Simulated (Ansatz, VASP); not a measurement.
**Bi in VASP and in Ansatz**

```
CELL_PARAMETERS angstrom
4.41900 0.00000 0.00000
-2.20950 3.82697 0.00000
0.00000 0.00000 28.00000
ATOMIC_POSITIONS crystal
Bi 0.33333 0.66667 0.51320
Bi 0.66667 0.33333 0.48680
```

Alike in both runs: task single point; functional PBE; k mesh 9 × 9 × 1; occupations gaussian, width 0.02 eV; no spin polarisation.

|  | VASP | Ansatz |
| --- | --- | --- |
| version | VASP 6.6.1 | Ansatz 0.2.0 |
| potentials or method | VASP PAW PBE potentials, release 64 (Bi_d), cutoff 520 eV | scalar-relativistic, plane waves, PAW |
| valence electrons in the cell | 30 | 30 |

|  | VASP | Ansatz | Ansatz less VASP |
| --- | --- | --- | --- |
| gap on the k mesh at the Fermi level (eV) | none | none | - |
| rms of the force components (eV/Å) | 2.039 | 2.048 | +0.0094 |

Atom by atom the forces differ by 0.009 eV/Å (rms over components). A gap of «none» marks a metal or a gap that the smearing closes.

Neither program's run includes spin-orbit coupling.
